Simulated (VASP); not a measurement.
Runs of VASP 6.6.1 on ZnPt. The structure is that of space group P4/mmm (No. 123), or close to it. The cells are those of the table. 

| cell | gap on the mesh (eV) | pressure (GPa) |
| --- | --- | --- |
| a = 2.902, b = 2.902, c = 3.556 Å, 2 atoms | none | (b) |
| a = 2.785, b = 2.785, c = 3.414 Å, 2 atoms | none | 7.6 |
| a = 2.825, b = 2.825, c = 3.463 Å, 2 atoms | none | -2.3 |
| a = 2.938, b = 2.938, c = 3.601 Å, 2 atoms | none | -20.3 |
| a = 2.864, b = 2.864, c = 3.510 Å, 2 atoms | none | (a) |

Alike in all rows: task single point; level LDA; potentials or basis VASP PAW LDA potentials, release 64 (Zn, Pt); no spin polarisation; k mesh 10 × 10 × 8; cutoff (eV) 520; smearing fermi-dirac 0.1 eV.

**Question.** Fill in the values left out.

**Answer.** (a) -10.0; (b) -15.8.

Caveats: spin-orbit coupling is left out, which moves the levels of the heavy elements; the cell stands under tension (at least some runs); the cell stands under pressure (at least some runs).

A k mesh can miss the band edges, and the runs leave out spin-orbit coupling on Pt.

A gap of «none» marks levels without a gap at the run's occupations.
